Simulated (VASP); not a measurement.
Input of a VASP 6.6.1 run:

The input INCAR:

```
SYSTEM = Mo4C
PREC     = Accurate       ! precision mode
ENCUT    = 520            ! plane-wave cutoff, eV
EDIFF    = 1E-6           ! SCF threshold, eV
ISMEAR   = 0              ! smearing method
SIGMA    = 0.1            ! smearing width, eV
LREAL    = .FALSE.        ! projectors in reciprocal space
LASPH    = .TRUE.         ! aspherical terms in the spheres
NELM     = 100            ! most SCF steps
ALGO     = Normal         ! electronic algorithm
ISIF     = 2              ! what is computed and relaxed
LWAVE    = .FALSE.        ! write WAVECAR
LCHARG   = .FALSE.        ! write CHGCAR
LDIPOL   = .TRUE.       
IDIPOL   = 3            
DIPOL    = 0.5 0.5 0.351
GGA      = CA             ! functional
NBANDS   = 38             ! bands
```

File KPOINTS:

```
Automatic mesh
0
G
  9 9 1
  0 0 0
```

Contents of POSCAR:

```
Mo4C
1.0
    3.1111816891      0.0000000000      0.0000000000
    0.0000000000      3.1111816891      0.0000000000
    0.0000000000      0.0000000000     21.5098172784
Mo C
4 1
Direct
    0.5000000000      0.5000000000      0.1859615983
    0.0000000000      0.0000000000      0.2582816382
    0.5000000000      0.5000000000      0.3325055024
    0.0000000000      0.0000000000      0.3956248056
    0.2500000000      0.2500000000      0.5839109238
```

Potentials or basis: VASP PAW LDA potentials, release 64 (Mo_sv, C).

Launch:

```bash
$ cat potpaw_LDA.64/Mo_sv/POTCAR potpaw_LDA.64/C/POTCAR > POTCAR
$ mpirun -np 1 vasp_std > vasp.out
```

Predict the band gap on the k mesh.

zero (band 30 reaches 1.33 eV, above the bottom of band 31 at 0.35 eV).

Predict the largest force.

1.777 eV/Å.

Forces in eV/Å, atoms in the order of the input:
```
Mo   0.014  0.014  1.710
Mo  -0.008 -0.008 -1.777
Mo  -0.016 -0.016 -0.199
Mo   0.007  0.007  0.638
C    0.003  0.003 -0.372
```
